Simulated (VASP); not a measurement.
Au:

```
Au
1.0
     0.00000    2.07491    2.07491
     2.07491    0.00000    2.07491
     2.07491    2.07491    0.00000
Au
1
Direct
  0.00000 0.00000 0.00000
```

Base run:

- Program: VASP 6.6.1
- Functional: r2SCAN
- Potentials or basis: VASP PAW PBE potentials, release 64 (Au)
- Cutoff: 520 eV
- k mesh: 11 × 11 × 11
- Occupations: fermi-dirac, width 0.05 eV
- Spin: no spin polarisation

Its results: pressure -2.6 GPa.

The run is repeated on the same cell with these changes: dispersion from none to rVV10. What comes out?

Pressure -4.5 GPa.

Dispersion adds attraction, which lowers the pressure at fixed volume.

Caveats: the PAW data sets were made with another functional, which shifts forces and pressure a little.
